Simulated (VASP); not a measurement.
Zr4Ag:

```xyz
5
Lattice="-2.9089 2.9089 2.9089 2.9089 -2.9089 2.9089 2.9089 2.9089 -2.9089" Properties=species:S:1:pos:R:3 pbc="T T T"
Zr    1.4545    1.4545    1.4545
Zr    1.4545    1.4545   -1.4545
Zr    1.4545   -1.4545    1.4545
Zr   -1.4545    1.4545    1.4545
Ag    0.0000    0.0000    0.0000
```

The cell was built from a structure type or drawn by symmetry, and may not be a known phase.

```yaml
Program: VASP 6.6.1
Task: relaxation of cell and atoms
Functional: PBE
Potentials_or_basis: VASP PAW PBE potentials, release 64 (Zr_sv, Ag)
Cutoff: 600 eV
k_mesh: 4 × 4 × 4
Occupations: gaussian, width 0.2 eV
Spin: no spin polarisation
```

At the start: pressure 37.5 GPa; volume 19.69 Å³/atom.

Problem. Where does the relaxation end?

Solution. Over 4 steps the energy falls by 595.8 meV/atom and the volume is 26.22 Å³/atom (+33.1 %); space group Im-3m (No. 229, to 0.1 Å) before and after.

The path:
| step | energy change (eV) | largest force (eV/Å) | pressure (GPa) | volume (Å³) |
| --- | --- | --- | --- | --- |
| 1 | 0.0000 | 0.0000 | 37.47 | 98.46 |
| 2 | -0.4115 | 0.0000 | -12.79 | 179.74 |
| 3 | -2.9735 | 0.0000 | -1.04 | 132.43 |
| 4 | -2.9790 | 0.0000 | -0.29 | 131.08 |

Final structure:
```cif
data_structure
_symmetry_space_group_name_H-M 'P 1'
_symmetry_Int_Tables_number 1
_cell_length_a 5.5427
_cell_length_b 5.5427
_cell_length_c 5.5427
_cell_angle_alpha 109.471
_cell_angle_beta 109.471
_cell_angle_gamma 109.471
_cell_volume 131.08
loop_
_atom_site_label
_atom_site_type_symbol
_atom_site_fract_x
_atom_site_fract_y
_atom_site_fract_z
_atom_site_occupancy
Zr1 Zr 0.50000 0.50000 0.50000 1
Zr2 Zr 0.00000 0.00000 0.50000 1
Zr3 Zr 0.00000 0.50000 0.00000 1
Zr4 Zr 0.50000 0.00000 0.00000 1
Ag1 Ag 0.00000 0.00000 0.00000 1
```

Caveat: the k points lie up to 0.35 Å⁻¹ apart in the final cell, too coarse for converged energies and pressures of a metal; the volume moved by over 15 % at a fixed basis, so the end points are rough.
